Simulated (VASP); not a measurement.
## Bi: single point with PBE

The system is Bi.

```
CELL_PARAMETERS angstrom
2.29246 1.32355 4.04675
-2.29246 1.32355 4.04675
0.00000 -2.64710 4.04675
ATOMIC_POSITIONS crystal
Bi 0.23371 0.23371 0.23371
Bi 0.76629 0.76629 0.76629
```

| Item | Value |
| --- | --- |
| Program | VASP 6.6.1 |
| Task | single point |
| Functional | PBE |
| Potentials or basis | VASP PAW PBE potentials, release 64 (Bi_d) |
| Cutoff | 520 eV |
| k mesh | 8 × 8 × 8 |
| Occupations | methfessel-paxton, width 0.3 eV |
| Spin | no spin polarisation |
| Dipole correction | no |
| Further INCAR settings | ALGO = Normal; EDIFF = 1e-07; NBANDS = 22 |

* Pressure: -0.1 GPa
* Largest force: 0.031 eV/Å
* Band gap on the k mesh: zero (band 15 reaches 5.77 eV, above the bottom of band 16 at 5.61 eV)

Forces in eV/Å, atoms in the order of the input:
```
Bi   0.000  0.000 -0.031
Bi   0.000  0.000  0.031
```

Levels at points of the mesh, in eV from the Fermi level:
| k point | band 13 | band 14 | band 15 | band 16 | band 17 | band 18 |
| --- | --- | --- | --- | --- | --- | --- |
| (0.00, 0.00, 0.00) | -1.49 | -1.13 | -1.13 | 2.39 | 2.83 | 2.83 |
| (0.50, 0.00, 0.00) | -1.39 | -1.16 | -0.32 | -0.24 | 0.50 | 1.05 |
| (0.50, 0.50, 0.00) | -4.45 | -2.90 | -2.72 | 2.40 | 4.66 | 5.24 |
| (0.50, 0.50, 0.50) | -0.91 | -0.56 | -0.56 | 0.72 | 0.75 | 0.75 |

Wall time 93 s on 1 thread of Intel(R) Xeon(R) Platinum 8488C (Sapphire Rapids) (shared host), peak memory 0.24 GiB.

Caveat: spin-orbit coupling is left out, which moves the levels of the heavy elements.
